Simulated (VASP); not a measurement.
# Sn (P6_3/mmc) in VASP: relaxation of cell and atoms with LDA

Aim: the relaxation of cell and atoms of Sn with LDA.

All numbers are computed with VASP 6.6.1; they aren't measurements. Logs are shortened: lines on timing, memory, paths and dates and some standing lists are left out, and cuts for length are marked.

## 1. The cell of the first run

The structure is hexagonal, space group P6_3/mmc (No. 194). The conventional cell has a = 4.416 Å, b = 4.416 Å, c = 7.305 Å, α = 90.00°, β = 90.00°, γ = 120.00°. Within 3.6 Å of Sn (site symmetry 3m) lie 4 Sn at 2.71 to 2.73 Å.

This isn't the form of Sn at room conditions, which is tetragonal (white tin).

## 2. Relaxation of cell and atoms, LDA

The input, INCAR:

```
  PREC = Accurate
  ENCUT = 600
  EDIFF = 1E-6
  ISMEAR = 0
  SIGMA = 0.01
  LREAL = F
  LASPH = T
  NELM = 60
  ALGO = Fast
  ISIF = 3
  LWAVE = F
  LCHARG = F
  IBRION = 2
  NSW = 80
  EDIFFG = -0.01
```

The input, KPOINTS:

```
Automatic mesh
0
Gamma
  12 12 6
```

The input, POSCAR:

```
Sn
1.0
    4.4162461238      0.0000000000      0.0000000000
   -2.2081230619      3.8245813326      0.0000000000
    0.0000000000      0.0000000000      7.3052290159
Sn
4
Direct
    0.3333333333      0.6666666667      0.0630332895
    0.6666666667      0.3333333333      0.5630332895
    0.3333333333      0.6666666667      0.4369667105
    0.6666666667      0.3333333333      0.9369667105
```

Potentials or basis: VASP PAW LDA potentials, release 64 (Sn_d).

Launch:

```sh
$ cat potpaw_LDA.64/Sn_d/POTCAR > POTCAR
$ mpirun -np 1 vasp_std > vasp.out
```

OUTCAR:

```text
PREC = Accurate
   ENCUT = 600
   EDIFF = 1E-6
   ISMEAR = 0
   LREAL = F
   LASPH = T
   NELM = 60
   ISIF = 3
   IBRION = 2
   NSW = 80
   EDIFFG = -0.01

 ion  position               nearest neighbor table
   1  0.333  0.667  0.063-   4 2.71   4 2.71   4 2.71   3 2.73
   2  0.667  0.333  0.563-   3 2.71   3 2.71   3 2.71   4 2.73
   3  0.333  0.667  0.437-   2 2.71   2 2.71   2 2.71   1 2.73
   4  0.667  0.333  0.937-   1 2.71   1 2.71   1 2.71   2 2.73

  LATTYP: Found a hexagonal cell.
 ALAT       =     4.4162461238
 C/A-ratio  =     1.6541716225

  Lattice vectors:

 A1 = (   4.4162461238,   0.0000000000,   0.0000000000)
 A2 = (  -2.2081230619,   3.8245813326,   0.0000000000)
 A3 = (   0.0000000000,   0.0000000000,   7.3052290159)

Analysis of symmetry for initial positions (statically):
=====================================================================
 Subroutine PRICEL returns:
 Original cell was already a primitive cell.

 Routine SETGRP: Setting up the symmetry group for a
 hexagonal supercell.

 Subroutine GETGRP returns: Found 24 space group operations
 (whereof 12 operations were pure point group operations)
 out of a pool of 24 trial point group operations.

The static configuration has the point symmetry D_3d.
 The point group associated with its full space group is D_6h.

Analysis of symmetry for dynamics (positions and initial velocities):
=====================================================================
 Subroutine PRICEL returns:
 Original cell was already a primitive cell.

 Routine SETGRP: Setting up the symmetry group for a
 hexagonal supercell.

 Subroutine GETGRP returns: Found 24 space group operations
 (whereof 12 operations were pure point group operations)
 out of a pool of 24 trial point group operations.

The dynamic configuration has the point symmetry D_3d.
 The point group associated with its full space group is D_6h.

 Subroutine INISYM returns: Found 24 space group operations
 (whereof 12 operations are pure point group operations),
 and found     1 'primitive' translations

----------------------------------------------------------------------------------------

                                     Primitive cell

  volume of cell :     123.3875

[... 112 lines left out ...]
     AMIX_MAG =   1.60;   BMIX_MAG =  1.00
  volume/ion in A,a.u.               =      30.85       208.16
  Fermi-wavevector in a.u.,A,eV,Ry     =   1.258096  2.377457 21.535382  1.582806
  Thomas-Fermi vector in A             =   2.391723
   LORBIT       =      0    0 simple, 1 ext, 2 COOP (PROOUT), +10 PAW based schemes
   GGA     = CA    functional components
   LHFCALC =     F    Hartree Fock is set to
   AEXX    =    0.0000 exact exchange contribution
   IVDW    =     0    specifies the selected vdW correction
   LEPSILON=     F    determine dielectric tensor
   LRPA    =     F    only Hartree local field effects (RPA)
 conjugate gradient relaxation of ions
 non-spin polarized calculation
 RMM-DIIS sequential band-by-band and
 Gauss-broadening in eV      SIGMA  =   0.01
  energy-cutoff  :      600.00
  volume of cell :      123.39
 maximum number of plane-waves:      4151
 NGX is ok and might be reduce to    36
   NGX = 17   NGY = 17   NGZ = 29

--------------------------------------- Ionic step        1  -------------------------------------------

 number of electron      56.0000002 magnetization

 Free energy of the ion-electron system (eV)
  ---------------------------------------------------
  ext. energy  EPLUGINS =         0.00000000
  ---------------------------------------------------
  free energy    TOTEN  =       -17.64095031 eV

  energy without entropy =      -17.64091375  energy(sigma->0) =      -17.64093203

------------------------ aborting loop because EDIFF is reached ----------------------------------------

  FORCE on cell =-STRESS in cart. coord.  units (eV):
  Direction    XX          YY          ZZ          XY          YZ          ZX
  --------------------------------------------------------------------------------------
  -------------------------------------------------------------------------------------
  Total        4.2609361      4.2609361      3.8124013      0.0000000      0.0000000     -0.0000000
  in kB       55.3279519     55.3279519     49.5037603      0.0000000      0.0000000     -0.0000000
  external PRESSURE =      53.3865547 kB  Pullay stress =       0.0000000 kB
[... 95 lines left out ...]
  FREE ENERGIE OF THE ION-ELECTRON SYSTEM (eV)
  ---------------------------------------------------
  free  energy   TOTEN  =       -17.8230480583 eV

  energy  without entropy=      -17.8230035193  energy(sigma->0) =      -17.82302579

[... ionic steps 4 to 7 ...]

--------------------------------------- Ionic step        8  -------------------------------------------

 number of electron      55.9999970 magnetization

------------------------ aborting loop because EDIFF is reached ----------------------------------------
[... 71 lines left out ...]
--------------------------------------- Ionic step       10  -------------------------------------------

 number of electron      55.9999970 magnetization

 Free energy of the ion-electron system (eV)
  ---------------------------------------------------
  ext. energy  EPLUGINS =         0.00000000
  ---------------------------------------------------
  free energy    TOTEN  =       -17.82343618 eV

  energy without entropy =      -17.82339332  energy(sigma->0) =      -17.82341475

 E-fermi :   5.5296     XC(G=0):  -9.2315

 val. band max:        5.5174744506   @ k =   0.0000   0.0000   0.1667
 cond. band min:       5.5320684578   @ k =   0.0833  -0.0000   0.0000
 fundamental gap:      0.0145940071
 Fermi energy:         5.5295776085

 k-point     1 :       0.0000    0.0000    0.0000
  band No.  band energies     occupation
      1     -16.2132      2.00000
      2     -16.2132      2.00000
      3     -16.1570      2.00000
      4     -16.1565      2.00000
      5     -16.1565      2.00000
      6     -16.1329      2.00000
[... 853 lines left out ...]
     32       8.8830      0.00000
     33       9.3168      0.00000

 [... further k-points ...]

------------------------ aborting loop because EDIFF is reached ----------------------------------------

  FORCE on cell =-STRESS in cart. coord.  units (eV):
  Direction    XX          YY          ZZ          XY          YZ          ZX
  --------------------------------------------------------------------------------------
  -------------------------------------------------------------------------------------
  Total        0.0081386      0.0081386      0.0260186      0.0000000     -0.0000000      0.0000000
  in kB        0.0963642      0.0963642      0.3080726      0.0000000     -0.0000000      0.0000000
  external PRESSURE =       0.1669337 kB  Pullay stress =       0.0000000 kB
[... 19 lines left out ...]
  FREE ENERGIE OF THE ION-ELECTRON SYSTEM (eV)
  ---------------------------------------------------
  free  energy   TOTEN  =       -17.8234361799 eV

  energy  without entropy=      -17.8233933200  energy(sigma->0) =      -17.82341475

 reached required accuracy - stopping structural energy minimisation
```

CONTCAR:

```text
Sn
   1.00000000000000
     4.5630887286206416    0.0000000000000000   -0.0000000000000000
    -2.2815443643103208    3.9517507587350140    0.0000000000000000
     0.0000000000000000    0.0000000000000000    7.5040143903947669
  Sn
     4
Direct
     0.3333333332999970    0.6666666667000030    0.0626718934696123
     0.6666666667000030    0.3333333332999970    0.5626718934696123
     0.3333333332999970    0.6666666667000030    0.4373281065303876
     0.6666666667000030    0.3333333332999970    0.9373281065303877

  0.00000000E+00  0.00000000E+00  0.00000000E+00
  0.00000000E+00  0.00000000E+00  0.00000000E+00
  0.00000000E+00  0.00000000E+00  0.00000000E+00
  0.00000000E+00  0.00000000E+00  0.00000000E+00
```

It took 23 min on 1 thread of AMD EPYC 9R45 (Zen 5), shared host; peak memory 0.37 GiB.

What came out:

```yaml
Free_energy: -17.8234 eV
Relaxed_volume: 33.83 Å³/atom
Relaxed_cell: a = 4.563 Å, b = 4.563 Å, c = 7.504 Å, α = 90.00°, β = 90.00°, γ = 120.00°
Space_group_after_relaxing_to_0.1_Å: P6_3/mmc (No. 194)
Energy_gained_by_relaxing: 45.6 meV/atom
Ionic_steps: 10
Pressure_after_relaxing: 0.0 GPa
Largest_force_after_relaxing: 0.004 eV/Å
Band_gap_on_the_k_mesh: zero (bands 28 and 29 overlap by 0.03 eV)
```

Forces in eV/Å, atoms in the order of the input:
```
Sn   0.000  0.000  0.004
Sn   0.000  0.000  0.004
Sn   0.000  0.000 -0.004
Sn   0.000  0.000 -0.004
```

The path:
```csv
step,energy change (eV),largest force (eV/Å),pressure (GPa),volume (Å³)
1,0.0000,0.0627,5.34,123.39
2,-0.1308,0.0924,-2.14,142.67
3,-0.1821,0.0468,0.02,135.33
4,-0.1820,0.0507,-0.09,135.57
5,-0.1823,0.0069,-0.01,135.24
6,-0.1823,0.0022,0.05,135.22
7,-0.1823,0.0085,0.04,135.24
8,-0.1825,0.0010,0.05,135.28
9,-0.1824,0.0121,0.02,135.34
10,-0.1825,0.0039,0.02,135.31
```

Final structure:
```xyz
4
Lattice="4.5631 0.0000 0.0000 -2.2815 3.9518 0.0000 0.0000 0.0000 7.5040" Properties=species:S:1:pos:R:3 pbc="T T T"
Sn    0.0000    2.6345    0.4703
Sn    2.2815    1.3173    4.2223
Sn    0.0000    2.6345    3.2817
Sn    2.2815    1.3173    7.0337
```

Caveat: spin-orbit coupling is left out, which moves the levels of the heavy elements.
